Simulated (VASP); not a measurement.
# W in VASP: a series of runs

Runs on W. Level: r2SCAN. Tasks: single point.

Program: VASP 6.6.1. These are calculated values, not measurements. Logs are shortened: lines on timing, memory, paths and dates and some standing lists are left out, and cuts for length are marked.

## 1. The cell of the first run

The typed cell holds 4 atoms: a = 2.810 Å, b = 4.864 Å, c = 4.924 Å, α = 90.00°, β = 90.00°, γ = 90.00°.

## 2. Single point, r2SCAN

The input, POSCAR:

```
W
1.0
    2.8096620000      0.0000000000      0.0000000000
    0.0000000000      4.8638700000      0.0000000000
    0.0000000000      0.0000000000      4.9236950000
W
4
Direct
    0.8040380000      0.9291260000      0.7515080000
    0.2116970000      0.4381940000      0.7613770000
    0.2170050000      0.0575400000      0.2479060000
    0.8126700000      0.5613540000      0.2512970000
```

The input, INCAR.step1:

```
SYSTEM = W
ALGO = Normal ; EDIFF = 1E-4
ENCUT = 520 ; GGA = PE
ISMEAR = 0 ; LASPH = .TRUE.
LCHARG = .FALSE. ; LREAL = .FALSE.
LWAVE = .TRUE. ; NBANDS = 36
NELM = 100 ; PREC = Accurate
SIGMA = 0.1
```

The input, INCAR.step2:

```
SYSTEM = W
ALGO = Normal ; EDIFF = 1E-7
ENCUT = 520 ; ISIF = 2
ISMEAR = 0 ; ISTART = 1
LASPH = .TRUE. ; LCHARG = .TRUE.
LELF = .TRUE. ; LMIXTAU = .TRUE.
LREAL = .FALSE. ; LVHAR = .TRUE.
LWAVE = .FALSE. ; METAGGA = R2SCAN
NBANDS = 36 ; NELM = 100
PREC = Accurate ; SIGMA = 0.1
```

The input, KPOINTS:

```
k-points
0
G
  7 4 4
  0 0 0
```

Potentials or basis: VASP PAW PBE potentials, release 64 (W_sv).

Launch:

```
$ cat potpaw_PBE.64/W_sv/POTCAR > POTCAR
$ cp INCAR.step1 INCAR
$ mpirun -np 1 vasp_std > vasp.out
$ cp INCAR.step2 INCAR
$ mpirun -np 1 vasp_std > vasp.out
```

OUTCAR:

```text
SYSTEM = W
   EDIFF = 1E-7
   ENCUT = 520
   ISIF = 2
   ISMEAR = 0
   ISTART = 1
   LASPH = .TRUE.
   LREAL = .FALSE.
   METAGGA = R2SCAN
   NELM = 100
   PREC = Accurate

 ion  position               nearest neighbor table
   1  0.804  0.929  0.752-   2 2.65   2 2.73   3 2.78   3 2.81   2 2.91   2 2.98   3 3.01   4 3.04
                             3 3.04   4 3.04
   2  0.212  0.438  0.761-   1 2.65   4 2.73   1 2.73   4 2.81   1 2.91   1 2.98   4 3.00   3 3.03
                             4 3.09   3 3.13
   3  0.217  0.058  0.248-   4 2.67   4 2.70   1 2.78   1 2.81   4 2.94   4 2.97   1 3.01   2 3.03
                             1 3.04   2 3.13
   4  0.813  0.561  0.251-   3 2.67   3 2.70   2 2.73   2 2.81   3 2.94   3 2.97   2 3.00   1 3.04
                             1 3.04   2 3.09

  LATTYP: Found a simple orthorhombic cell.
 ALAT       =     2.8096620000
 B/A-ratio  =     1.7311228183
 C/A-ratio  =     1.7524154151

  Lattice vectors:

 A1 = (   2.8096620000,   0.0000000000,   0.0000000000)
 A2 = (   0.0000000000,   4.8638700000,   0.0000000000)
 A3 = (   0.0000000000,   0.0000000000,   4.9236950000)

Analysis of symmetry for initial positions (statically):
=====================================================================
 Subroutine PRICEL returns:
 Original cell was already a primitive cell.

 Routine SETGRP: Setting up the symmetry group for a
 simple orthorhombic supercell.

 Subroutine GETGRP returns: Found  1 space group operations
 (whereof  1 operations were pure point group operations)
 out of a pool of  8 trial point group operations.

The static configuration has the point symmetry C_1 .

Analysis of symmetry for dynamics (positions and initial velocities):
=====================================================================
 Subroutine PRICEL returns:
 Original cell was already a primitive cell.

 Routine SETGRP: Setting up the symmetry group for a
 simple orthorhombic supercell.

 Subroutine GETGRP returns: Found  1 space group operations
 (whereof  1 operations were pure point group operations)
 out of a pool of  8 trial point group operations.

The dynamic configuration has the point symmetry C_1 .

 Subroutine INISYM returns: Found  1 space group operations
 (whereof  1 operations are pure point group operations),
 and found     1 'primitive' translations

----------------------------------------------------------------------------------------

                                     Primitive cell

  volume of cell :      67.2864

  direct lattice vectors                    reciprocal lattice vectors
     2.809662000  0.000000000  0.000000000     0.355914697  0.000000000  0.000000000
     0.000000000  4.863870000  0.000000000     0.000000000  0.205597600  0.000000000
     0.000000000  0.000000000  4.923695000     0.000000000  0.000000000  0.203099501

  length of vectors
     2.809662000  4.863870000  4.923695000     0.355914697  0.205597600  0.203099501

  position of ions in fractional coordinates (direct lattice)
     0.804038000  0.929126000  0.751508000
     0.211697000  0.438194000  0.761377000
     0.217005000  0.057540000  0.247906000
     0.812670000  0.561354000  0.251297000

  ion indices of the primitive-cell ions
   primitive index   ion index
                 1           1
                 2           2
                 3           3
                 4           4

----------------------------------------------------------------------------------------

 KPOINTS: k-points

Automatic generation of k-mesh.
 Grid dimensions read from file:
 generate k-points for:    7    4    4

 Generating k-lattice:

  Cartesian coordinates                     Fractional coordinates (reciprocal lattice)
     0.050844957  0.000000000  0.000000000     0.142857143  0.000000000  0.000000000
     0.000000000  0.051399400  0.000000000     0.000000000  0.250000000  0.000000000
     0.000000000  0.000000000  0.050774875     0.000000000  0.000000000  0.250000000

  Length of vectors
     0.050844957  0.051399400  0.050774875

  Shift w.r.t. Gamma in fractional coordinates (k-lattice)
     0.000000000  0.000000000  0.000000000

 Subroutine IBZKPT returns following result:
 ===========================================

 Found     58 irreducible k-points:

 Following reciprocal coordinates:
            Coordinates               Weight
  0.000000  0.000000  0.000000      1.000000
  0.142857  0.000000  0.000000      2.000000
  0.285714  0.000000  0.000000      2.000000
  0.428571  0.000000  0.000000      2.000000
  0.000000  0.250000  0.000000      2.000000
  0.142857  0.250000  0.000000      2.000000
[... 16 lines left out ...]
  0.000000  0.250000  0.250000      2.000000
  0.000000  0.250000 -0.250000      2.000000
 [... further k-points ...]
   k-points           NKPTS =     58   k-points in BZ     NKDIM =     58   number of bands    NBANDS=     36
   number of dos      NEDOS =    301   number of ions     NIONS =      4
   total plane-waves  NPLWV =  34560
   dimension x,y,z NGX =    24 NGY =   36 NGZ =   40
   dimension x,y,z NGXF=    48 NGYF=   72 NGZF=   80
   ions per type =               4
   NGX,Y,Z   is equivalent  to a cutoff of  14.20, 12.30, 13.51 a.u.
   NGXF,Y,Z  is equivalent  to a cutoff of  28.40, 24.61, 27.01 a.u.
 SYSTEM =  W
   PREC   = accura    normal or accurate (medium, high low for compatibility)
   ISTART =      1    job   : 0-new  1-cont  2-samecut
   ICHARG =      0    charge: 1-file 2-atom 10-const
   ISPIN  =      1    spin polarized calculation?
   LNONCOLLINEAR =      F non collinear calculations
   LSORBIT =      F    spin-orbit coupling
   LASPH  =      T    aspherical Exc in radial PAW
   ENCUT  =  520.0 eV  38.22 Ry    6.18 a.u.   5.22  9.04  9.15*2*pi/ulx,y,z
   NELM   =    100;   NELMIN=  2; NELMDL=  0     # of ELM steps
   EDIFF  = 0.1E-06   stopping-criterion for ELM
   LREAL  =      F    real-space projection
   EDIFFG = 0.1E-05   stopping-criterion for IOM
   NSW    =      0    number of steps for IOM
   IBRION =     -1    ionic relax: 0-MD 1-quasi-New 2-CG
   NFREE  =      0    steps in history (QN), initial steepest desc. (CG)
   ISIF   =      2    stress and relaxation
   ISYM   =      2    0-nonsym 1-usesym 2-fastsym
   POTIM  = 0.5000    time-step for ionic-motion
   TEBEG  =    0.0;   TEEND  =   0.0 temperature during run
   PSTRESS=    0.0 pullay stress
   NELECT =      56.0000    total number of electrons
   NUPDOWN=      -1.0000    fix difference up-down
   EMIN   =  10.00;   EMAX   =-10.00  energy-range for DOS
   EFERMI =   0.00;   METHOD = LEGACY
   ISMEAR =     0;   SIGMA  =   0.10  broadening in eV -4-tet -1-fermi 0-gaus
   EFERMI_NEDOS =   21; number of points for ismear=-14 and -15
   IALGO  =     38    algorithm
   IMIX   =      4    mixing-type and parameters
     AMIX     =   0.40;   BMIX     =  1.00
     AMIX_MAG =   1.60;   BMIX_MAG =  1.00
  volume/ion in A,a.u.               =      16.82       113.52
  Fermi-wavevector in a.u.,A,eV,Ry     =   1.539909  2.910006 32.263772  2.371320
  Thomas-Fermi vector in A             =   2.646071
   LORBIT       =      0    0 simple, 1 ext, 2 COOP (PROOUT), +10 PAW based schemes
   METAGGA = R2SCAN    functional components
   LHFCALC =     F    Hartree Fock is set to
   AEXX    =    0.0000 exact exchange contribution
   IVDW    =     0    specifies the selected vdW correction
   LEPSILON=     F    determine dielectric tensor
   LRPA    =     F    only Hartree local field effects (RPA)
 non-spin polarized calculation
 Gauss-broadening in eV      SIGMA  =   0.10
  energy-cutoff  :      520.00
  volume of cell :       67.29
 maximum number of plane-waves:      1828
 NGX is ok and might be reduce to    24
   NGX = 11   NGY = 19   NGZ = 19

 number of electron      56.0000006 magnetization

 Free energy of the ion-electron system (eV)
  ---------------------------------------------------
  ext. energy  EPLUGINS =         0.00000000
  ---------------------------------------------------
  free energy    TOTEN  =      -203.12989727 eV

  energy without entropy =     -203.11888672  energy(sigma->0) =     -203.12439199

 E-fermi :  10.1801     XC(G=0): -14.5290

 val. band max:       10.1666677695   @ k =   0.0000   0.0000   0.5000
 cond. band min:      10.1958700738   @ k =   0.4286   0.5000   0.0000
 fundamental gap:      0.0292023044
 Fermi energy:        10.1801488647

 k-point     1 :       0.0000    0.0000    0.0000
  band No.  band energies     occupation
      1     -65.6142      2.00000
      2     -65.5281      2.00000
      3     -65.4825      2.00000
      4     -65.4290      2.00000
      5     -29.7766      2.00000
      6     -29.7298      2.00000
[... 28 lines left out ...]
     35      14.4366      0.00000
     36      14.8665      0.00000

 k-point     2 :       0.1429    0.0000    0.0000
  band No.  band energies     occupation
      1     -65.5988      2.00000
      2     -65.5181      2.00000
      3     -65.4744      2.00000
      4     -65.4263      2.00000
      5     -29.7189      2.00000
      6     -29.6782      2.00000
[... 28 lines left out ...]
     35      13.8952      0.00000
     36      14.3117      0.00000

 k-point     3 :       0.2857    0.0000    0.0000
  band No.  band energies     occupation
      1     -65.5618      2.00000
      2     -65.4951      2.00000
      3     -65.4566      2.00000
      4     -65.4223      2.00000
      5     -29.5744      2.00000
      6     -29.5478      2.00000
[... 28 lines left out ...]
     35      13.4571      0.00000
     36      14.2205      0.00000
[... 742 lines left out ...]
 k-point    23 :       0.0000    0.2500    0.2500
  band No.  band energies     occupation
      1     -65.5847      2.00000
      2     -65.5277      2.00000
      3     -65.4915      2.00000
      4     -65.4506      2.00000
      5     -29.6386      2.00000
      6     -29.5576      2.00000
[... 28 lines left out ...]
     35      13.8360      0.00000
     36      14.2771      0.00000

 k-point    24 :       0.0000    0.2500   -0.2500
  band No.  band energies     occupation
      1     -65.5845      2.00000
      2     -65.5286      2.00000
      3     -65.4904      2.00000
      4     -65.4510      2.00000
      5     -29.6416      2.00000
      6     -29.5550      2.00000
[... 28 lines left out ...]
     35      13.8215      0.00000
     36      14.2878      0.00000

 [... further k-points ...]

------------------------ aborting loop because EDIFF is reached ----------------------------------------

  FORCE on cell =-STRESS in cart. coord.  units (eV):
  Direction    XX          YY          ZZ          XY          YZ          ZX
  --------------------------------------------------------------------------------------
  -------------------------------------------------------------------------------------
  Total       -3.2938659     -1.6116626     -1.6932959      0.1569227     -0.3095567      0.1935400
  in kB      -78.4312817    -38.3758070    -40.3196052      3.7365352     -7.3709518      4.6084427
  external PRESSURE =     -52.3755646 kB  Pullay stress =       0.0000000 kB

 VOLUME and BASIS-vectors are now :
 -----------------------------------------------------------------------------
  energy-cutoff  :      520.00
  volume of cell :       67.29
      direct lattice vectors                 reciprocal lattice vectors
     2.809662000  0.000000000  0.000000000     0.355914697  0.000000000  0.000000000
     0.000000000  4.863870000  0.000000000     0.000000000  0.205597600  0.000000000
     0.000000000  0.000000000  4.923695000     0.000000000  0.000000000  0.203099501

 POSITION                                       TOTAL-FORCE (eV/Angst)
 -----------------------------------------------------------------------------------
      2.25908      4.51915      3.70020         0.123403      0.592862     -0.198216
      0.59480      2.13132      3.74879         0.038569     -0.418118     -0.710029
      0.60971      0.27987      1.22061        -0.101984      0.123611      0.438448
      2.28333      2.73035      1.23731        -0.059988     -0.298354      0.469797
 -----------------------------------------------------------------------------------
    total drift:                               -0.000130      0.000010      0.000022

  FREE ENERGIE OF THE ION-ELECTRON SYSTEM (eV)
  ---------------------------------------------------
  free  energy   TOTEN  =      -203.1298972704 eV

  energy  without entropy=     -203.1188867189  energy(sigma->0) =     -203.12439199
```

Run time: 2.9 min. Hardware: 1 thread of Intel Xeon 6975P-C (Granite Rapids), shared host; peak memory 0.25 GiB.

Results:

```yaml
Free_energy: -203.1299 eV
Pressure: -5.2 GPa
Largest_force: 0.825 eV/Å
Band_gap_on_the_k_mesh: zero (bands 28 and 29 overlap by 0.91 eV)
```

Forces on the atoms (eV/Å):
```
W    0.123  0.593 -0.198
W    0.039 -0.418 -0.710
W   -0.102  0.124  0.438
W   -0.060 -0.298  0.470
```

Caveat: the cell stands under tension; the PAW data sets were made with another functional, which shifts forces and pressure a little; spin-orbit coupling is left out, which moves the levels of the heavy elements.

[end of part 1 of 2]

The gap in the log of VASP goes by the Fermi energy; the results here count the filled bands.